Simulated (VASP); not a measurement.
Runs of VASP 6.6.1 on AlRu. The structure is that of space group Pm-3m (No. 221), or close to it. The cells are those of the table. 

| task | level | spin | U | cell | k mesh | cutoff (eV) | smearing | LDAUTYPE | hund's J | gap on the mesh (eV) | pressure (GPa) | moment (μB) |
| --- | --- | --- | --- | --- | --- | --- | --- | --- | --- | --- | --- | --- |
| electric field gradients | PBE | off | - | a = 2.982 Å, 2 atoms | 6 × 6 × 6 | 400 | gaussian 0.1 eV | - | - | none | (a) | - |
| single point | PBE | collinear | - | a = 2.982 Å, 2 atoms | 6 × 6 × 6 | 500 | gaussian 0.1 eV | - | - | none | 4.4 | 0.05 |
| single point | PBE+U | off | Ru d U = 6.1 eV, J = 0.51 eV | a = 2.982 Å, 2 atoms | 6 × 6 × 6 | 500 | fermi-dirac 0.1 eV | 1 | 0.51 | none | (b) | - |
| single point | PBE+U | off | Ru d U = 6.9 eV, J = 0.79 eV | a = 2.982 Å, 2 atoms | 6 × 6 × 6 | 500 | tetrahedron | 1 | 0.79 | none | 2.8 | - |
| single point | BLYP | collinear, ferromagnetic start | - | a = 2.992 Å, 2 atoms | 4 × 4 × 4 | 500 | methfessel-paxton 0.0051 eV | - | - | none | 7.2 | 0.06 |

Alike in all rows: potentials or basis VASP PAW PBE potentials, release 64 (Al, Ru_pv).

Fill in the values left out.

(a) 4.0; (b) 1.3.

Caveats: some runs use coarse meshes; the cell stands under pressure (at least some runs); U without spin polarisation on a metal has little footing (at least some runs); the U is typed as a test and isn't derived for this compound (at least some runs); the PAW data sets were made with another functional, which shifts forces and pressure a little (at least some runs).

A k mesh can miss the band edges, and the runs leave out spin-orbit coupling on Ru.

A gap of «none» marks levels without a gap at the run's occupations.
